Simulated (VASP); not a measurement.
Write the native input for VASP 6.6.1 that does the following.

| Quantity | Value |
| --- | --- |
| Task | single point |
| Functional | PBE |
| Potentials or basis | VASP PAW PBE potentials, release 64 (Sb) |
| Cutoff | 520 eV |
| k mesh | 12 × 12 × 12 |
| Occupations | gaussian, width 0.15 eV |
| Spin | no spin polarisation |
| Dipole correction | no |
| Further INCAR settings | ALGO = Normal; EDIFF = 1e-06; NBANDS = 12 |

The structure of Sb lies in POSCAR:

```
Sb
1.0
    2.1506003320      1.2416496806      3.7440000000
   -2.1506003320      1.2416496806      3.7440000000
    0.0000000000     -2.4832993611      3.7440000000
Sb
2
Direct
    0.3381431499      0.2395046297      0.2034004255
    0.7663600000      0.7663600000      0.7663600000
```

This cell differs from its parent crystal: atom 1 (Sb) moved by (+0.300, +0.300) A along [1 1 0] and z.

These files were run (other wordings do the same):

INCAR

```
ALGO = Normal ; EDIFF = 1E-6
ENCUT = 520 ; GGA = PE
ISIF = 2 ; ISMEAR = 0
LASPH = T ; LCHARG = F
LREAL = F ; LWAVE = F
NBANDS = 12 ; NELM = 60
PREC = Accurate ; SIGMA = 0.15
```

KPOINTS

```
k-points
0
Gamma
  12 12 12
```

Potentials or basis: VASP PAW PBE potentials, release 64 (Sb).

Launch:

```sh
$ cat potpaw_PBE.64/Sb/POTCAR > POTCAR
$ mpirun -np 1 vasp_std > vasp.out
```

Results of the run:

```yaml
Pressure: 1.9 GPa
Largest_force: 0.313 eV/Å
Band_gap_on_the_k_mesh: zero (bands 5 and 6 overlap by 0.80 eV)
```

Caveat: the cell differs from its parent crystal (atom 1 (Sb) moved by (+0.300, +0.300) A along [1 1 0] and z); spin-orbit coupling is left out, which moves the levels of the heavy elements.

Run time: 4 min on 1 thread of Intel(R) Xeon(R) Platinum 8559C (Emerald Rapids), with other jobs on the host, peak memory 0.62 GiB.
